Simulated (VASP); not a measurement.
Write the native input for VASP 6.6.1 that does the following.

- Task: relaxation of cell and atoms
- Functional: PBE
- Potentials or basis: VASP PAW PBE potentials, release 64 (Lu, Be, H)
- Cutoff: 600 eV
- k mesh: 8 × 8 × 8
- Occupations: gaussian, width 0.1 eV
- Spin: no spin polarisation
- Dipole correction: no
- Further INCAR settings: ALGO = Normal; EDIFF = 1e-06; IBRION = 2; EDIFFG = -0.01; NSW = 100; ISIF = 3

The structure of Lu3BeH3 lies in POSCAR:

```
Lu3BeH3
1.0
    5.0294341829      0.0000000000      0.0000000000
    0.0000000000      5.0294341829      0.0000000000
    0.0000000000      0.0000000000      5.0294341829
Lu Be H
3 1 3
Direct
    0.5000000000      0.0000000000      0.0000000000
    0.0000000000      0.5000000000      0.0000000000
    0.0000000000      0.0000000000      0.5000000000
    0.0000000000      0.0000000000      0.0000000000
    0.0000000000      0.5000000000      0.5000000000
    0.5000000000      0.0000000000      0.5000000000
    0.5000000000      0.5000000000      0.0000000000
```

The cell was built from a structure type or drawn by symmetry, and may not be a known phase.

One way to write it, as run:

INCAR

```
SYSTEM = Lu3BeH3
  PREC = Accurate
  ENCUT = 600
  EDIFF = 1E-6
  ISMEAR = 0
  SIGMA = 0.1
  LREAL = .False.
  LASPH = .True.
  NELM = 80
  ALGO = Normal
  ISIF = 3
  LWAVE = .False.
  LCHARG = .False.
  GGA = PE
  IBRION = 2
  NSW = 100
  EDIFFG = -0.01
```

KPOINTS

```
Automatic mesh
0
Gamma
  8 8 8
  0 0 0
```

Potentials or basis: VASP PAW PBE potentials, release 64 (Lu, Be, H).

Launch:

```bash
$ cat potpaw_PBE.64/Lu/POTCAR potpaw_PBE.64/Be/POTCAR potpaw_PBE.64/H/POTCAR > POTCAR
$ mpirun -np 1 vasp_std > vasp.out
```

Results of the run:

The relaxed volume is 18.14 Å³/atom. The relaxed cell is a = 5.027 Å, b = 5.027 Å, c = 5.027 Å, α = 90.00°, β = 90.00°, γ = 90.00° and the space group after relaxing (to 0.1 Å) is Pm-3m (No. 221). The energy gained by relaxing is 0.0 meV/atom. The ionic steps are 2. The pressure after relaxing is -0.1 GPa and the band gap on the k mesh is zero (bands 40 and 41 overlap by 1.11 eV).

Caveat: spin-orbit coupling is left out, which moves the levels of the heavy elements.

It took 11 min on 1 thread of Intel(R) Xeon(R) Platinum 8259CL CPU @ 2.50GHz (Skylake/Cascade Lake) (shared host), peak memory 0.4 GiB.
